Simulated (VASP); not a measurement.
SrTiO3: single point with r2SCAN+U

SrTiO3:

```xyz
5
Lattice="3.9177 0.0000 0.0000 0.0000 3.9177 0.0000 0.0000 0.0000 3.9177" Properties=species:S:1:pos:R:3 pbc="T T T"
Sr    0.0000    0.0000    0.0000
Ti    1.9589    1.9589    1.9589
O     1.9589    0.0000    1.9589
O     1.9589    1.9589    0.0000
O     0.0000    1.9589    1.9589
```

```json
{"Program": "VASP 6.6.1", "Task": "single point", "Functional": "r2SCAN", "Potentials or basis": "VASP PAW PBE potentials, release 64 (Sr_sv, Ti_sv, O)", "Cutoff": "520 eV", "k mesh": "6 × 6 × 6", "Occupations": "gaussian, width 0.02 eV", "Spin": "no spin polarisation", "Hubbard terms": "Ti d U = 4.0 eV", "Dipole correction": "no", "Further INCAR settings": "ALGO = Normal; EDIFF = 1e-06; NBANDS = 28"}
```

```
Pressure               : 3.2 GPa
Band gap on the k mesh : 2.84 eV (least direct gap 3.28 eV)
```

Levels at points of the mesh, in eV from the valence-band top:
```
           k point  band 16  band 17  band 18  band 19  band 20  band 21  band 22  band 23  band 24  band 25
(0.00, 0.00, 0.00)    -1.21    -1.21    -0.45    -0.45    -0.45     2.84     2.84     2.84     4.59     4.59
(0.50, 0.00, 0.00)    -2.24    -2.24    -1.99    -0.84    -0.84     3.03     4.60     4.67     4.67     6.81
(0.50, 0.50, 0.00)    -2.73    -1.95    -1.62    -1.62    -0.09     4.69     4.69     5.18     5.57     8.49
(0.50, 0.50, 0.50)    -3.68    -3.68     0.00     0.00     0.00     5.39     5.39     5.39     7.54     7.54
```

Eigenvalues of the final occupation matrices:
```csv
site,spin,trace,eigenvalues
site 2 d,1,0.78,0.09 0.09 0.09 0.25 0.25
site 2 d,2,0.78,0.09 0.09 0.09 0.25 0.25
```

Wall time 110 s on 1 thread of AMD EPYC 7R13 Processor (Zen 3) (shared host), peak memory 0.16 GiB.

Caveat: the cell stands under pressure; the PAW data sets were made with another functional, which shifts forces and pressure a little. A k mesh can miss the band edges.
